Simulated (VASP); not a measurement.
A run of VASP 6.6.1 is set up as follows.

Contents of INCAR:

```
SYSTEM = Hf
  PREC = Accurate
  ENCUT = 520
  EDIFF = 1E-7
  ISMEAR = -1
  SIGMA = 0.08
  LREAL = .False.
  LASPH = .True.
  NELM = 60
  ALGO = Normal
  ISIF = 2
  LWAVE = .False.
  LCHARG = .False.
  GGA = PE
  NBANDS = 11
```

File KPOINTS:

```
regular mesh
0
Gamma
  15 15 15
  0 0 0
```

POSCAR

```
Hf
1.0
    2.2357926480      0.0000000000      0.0000000000
    0.0000000000      2.2357926480      0.0000000000
    0.0000000000      0.0000000000      2.2357926480
Hf
1
Direct
    0.0000000000      0.0000000000      0.0000000000
```

Potentials or basis: VASP PAW PBE potentials, release 64 (Hf_pv).

Run with:

```console
$ cat potpaw_PBE.64/Hf_pv/POTCAR > POTCAR
$ mpirun -np 1 vasp_std > vasp.out
```

(1) Predict the band gap on the k mesh.

(2) What does it give for the pressure?

## Answers

(1) zero (band 5 reaches 12.75 eV, above the bottom of band 6 at 5.05 eV).

(2) 270.9 GPa.

Caveat: spin-orbit coupling is left out, which moves the levels of the heavy elements.
